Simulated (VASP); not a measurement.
A run of VASP 6.6.1 is set up as follows.

The input INCAR:

```
ALGO = Fast
EDIFF = 1E-6
ENCUT = 520
GGA = PE
ISIF = 2
ISMEAR = 0
LASPH = True
LCHARG = False
LREAL = False
LWAVE = False
NBANDS = 15
NELM = 100
PREC = Accurate
SIGMA = 0.15
```

KPOINTS

```
k-points
0
Gamma
  18 18 12
```

POSCAR

```
Os
1.0
    2.7340999755      0.0000000000      0.0000000000
   -1.3670499878      2.3678000353      0.0000000000
    0.0000000000      0.0000000000      4.3197000000
Os
2
Direct
    0.2601831187      0.6666666667      0.2500000000
    0.6666666667      0.3333333333      0.7500000000
```

Potentials or basis: VASP PAW PBE potentials, release 64 (Os).

Command:

```console
$ cat potpaw_PBE.64/Os/POTCAR > POTCAR
$ mpirun -np 1 vasp_std > vasp.out
```

(1) Predict the band gap on the k mesh.

(2) What does it give for the pressure?

(3) Predict the largest force.

Answers

(1) zero (bands 8 and 9 overlap by 3.97 eV).

(2) 11.3 GPa.

(3) 1.895 eV/Å.

Caveat: the cell differs from its parent crystal (atom 1 (Os) moved by (-0.200, +0.000) A along x and z); the cell stands under pressure; spin-orbit coupling is left out, which moves the levels of the heavy elements; forces of over 1 eV/Å act on the atoms, so gaps and moduli don't describe the material at rest.
